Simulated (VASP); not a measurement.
Here is a VASP 6.6.1 calculation.

Contents of INCAR:

```
SYSTEM = LiCl
PREC     = Accurate       ! precision mode
ENCUT    = 520            ! plane-wave cutoff, eV
EDIFF    = 1E-7           ! SCF threshold, eV
ISMEAR   = -1             ! smearing method
SIGMA    = 0.02           ! smearing width, eV
LREAL    = .FALSE.        ! projectors in reciprocal space
LASPH    = .TRUE.         ! aspherical terms in the spheres
NELM     = 60             ! most SCF steps
ALGO     = Normal         ! electronic algorithm
ISIF     = 2              ! what is computed and relaxed
LWAVE    = .FALSE.        ! write WAVECAR
LCHARG   = .FALSE.        ! write CHGCAR
GGA      = PE             ! functional
NBANDS   = 18             ! bands
```

The input KPOINTS:

```
regular mesh
0
G
  12 12 4
  0 0 0
```

File POSCAR:

```
LiCl
1.0
    3.9253848209      0.0000000000      0.0000000000
   -1.9626924105      3.3994829745      0.0000000000
    0.0000000000      0.0000000000      6.2893894695
Li Cl
2 2
Direct
    0.6666666667      0.3333333333      0.8777889948
    0.3333333333      0.6666666667      0.3777889948
    0.6666666667      0.3333333333      0.4972120052
    0.3333333333      0.6666666667      0.9972120052
```

Potentials or basis: VASP PAW PBE potentials, release 64 (Li_sv, Cl).

Run with:

```sh
$ cat potpaw_PBE.64/Li_sv/POTCAR potpaw_PBE.64/Cl/POTCAR > POTCAR
$ mpirun -np 1 vasp_std > vasp.out
```

Task: Predict the band gap on the k mesh.

Result: 5.94 eV.

 A k mesh can miss the band edges.
